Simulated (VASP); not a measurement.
Set up this calculation in VASP 6.6.1, as the native input.

```
Task                   : single point
Functional             : LDA
Potentials or basis    : VASP PAW LDA potentials, release 64 (Hf_pv, O)
Cutoff                 : 520 eV
k mesh                 : 8 × 8 × 8
Occupations            : gaussian, width 0.05 eV
Spin                   : no spin polarisation
Dipole correction      : no
Further INCAR settings : ALGO = Normal; EDIFF = 1e-06; NBANDS = 18
```

The structure of HfO2 lies in POSCAR:

```
HfO2
1.0
    0.0000000000      2.5008001766      2.5008001766
    2.5008001766      0.0000000000      2.5008001766
    2.5008001766      2.5008001766      0.0000000000
Hf O
1 2
Direct
    0.0000000000      0.0000000000      0.0000000000
    0.2500000000      0.2500000000      0.2500000000
    0.7500000000      0.7500000000      0.7500000000
```

One way to write it, as run:

INCAR

```
PREC = Accurate
ENCUT = 520
EDIFF = 1E-6
ISMEAR = 0
SIGMA = 0.05
LREAL = False
LASPH = True
NELM = 100
ALGO = Normal
ISIF = 2
LWAVE = False
LCHARG = True
LELF = True
LVHAR = True
NBANDS = 18
```

KPOINTS

```
Automatic mesh
0
Gamma
  8 8 8
```

Potentials or basis: VASP PAW LDA potentials, release 64 (Hf_pv, O).

Command:

```bash
$ cat potpaw_LDA.64/Hf_pv/POTCAR potpaw_LDA.64/O/POTCAR > POTCAR
$ mpirun -np 1 vasp_std > vasp.out
```

It gave:

```
Pressure               : -3.3 GPa
Band gap on the k mesh : 3.70 eV, direct
```

Caveat: spin-orbit coupling is left out, which moves the levels of the heavy elements.

Wall time 7.3 s on 1 thread of Intel(R) Xeon(R) 6975P-C (Granite Rapids), with other jobs on the host, peak memory 0.15 GiB.
